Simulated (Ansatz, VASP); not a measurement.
**Y3Ge6S: VASP beside Ansatz**

```
Y Ge S
1.0
     0.00000    4.98924    4.98924
     4.98924    0.00000    4.98924
     4.98924    4.98924    0.00000
Y Ge S
3 6 1
Direct
  0.50000 0.50000 0.50000
  0.25000 0.25000 0.25000
  0.75000 0.75000 0.75000
  0.76776 0.23224 0.23224
  0.23224 0.76776 0.76776
  0.23224 0.76776 0.23224
  0.76776 0.23224 0.76776
  0.23224 0.23224 0.76776
  0.76776 0.76776 0.23224
  0.00000 0.00000 0.00000
```

Alike in both runs: functional PBE; k mesh 4 × 4 × 4; occupations gaussian, width 0.1 eV; no spin polarisation.

Ansatz relaxed the structure, and its values are those at the end. VASP's run is a single point on that final structure, the one shown.

|  | VASP | Ansatz |
| --- | --- | --- |
| version | VASP 6.6.1 | Ansatz 0.2.0 |
| potentials or method | VASP PAW PBE potentials, release 64 (Y_sv, Ge_d, S), cutoff 520 eV | scalar-relativistic, plane waves, PAW |
| valence electrons in the cell | 123 | 123 |

```csv
,VASP,Ansatz,Ansatz less VASP
gap on the k mesh at the Fermi level (eV),none,none,-
pressure (GPa),0.0,0.0,+0.04
rms of the force components (eV/Å),0.004,0.002,-0.0017
```

A gap of «none» marks a metal or a gap that the smearing closes.
